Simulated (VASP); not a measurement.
Set up this calculation in VASP 6.6.1, as the native input.

| Item | Value |
| --- | --- |
| Task | single point |
| Functional | PBE |
| Potentials or basis | VASP PAW PBE potentials, release 64 (Bi_d, Ru_pv) |
| Cutoff | 520 eV |
| k mesh | 6 × 6 × 4 |
| Occupations | gaussian, width 0.1 eV |
| Spin | no spin polarisation |
| Dipole correction | no |
| Further INCAR settings | ALGO = Normal; EDIFF = 1e-06; NBANDS = 22 |

The structure of BiRu lies in POSCAR:

```
BiRu
1.0
    3.4115773990      0.0000000000      0.0000000000
    0.0000000000      3.4115773990      0.0000000000
    0.0000000000      0.0000000000      3.3712492126
Bi Ru
1 1
Direct
    0.5000000000      0.5000000000      0.5000000000
    0.0000000000      0.0000000000      0.0000000000
```

One way to write it, as run:

INCAR

```
SYSTEM = BiRu
  PREC = Accurate
  ENCUT = 520
  EDIFF = 1E-6
  ISMEAR = 0
  SIGMA = 0.1
  LREAL = .FALSE.
  LASPH = .TRUE.
  NELM = 100
  ALGO = Normal
  ISIF = 2
  LWAVE = .FALSE.
  LCHARG = .FALSE.
  GGA = PE
  NBANDS = 22
```

KPOINTS

```
regular mesh
0
G
  6 6 4
  0 0 0
```

Potentials or basis: VASP PAW PBE potentials, release 64 (Bi_d, Ru_pv).

Launch:

```bash
$ cat potpaw_PBE.64/Bi_d/POTCAR potpaw_PBE.64/Ru_pv/POTCAR > POTCAR
$ mpirun -np 1 vasp_std > vasp.out
```

It gave:

* Pressure: 0.0 GPa
* Band gap on the k mesh: zero (an odd number of electrons rules out a gap without spin polarisation)

Caveat: the k points lie up to 0.47 Å⁻¹ apart, too coarse for converged energies and pressures of a metal; spin-orbit coupling is left out, which moves the levels of the heavy elements.

Wall time 15 s on 1 thread of Intel(R) Xeon(R) 6975P-C (Granite Rapids) (shared host), peak memory 0.16 GiB.
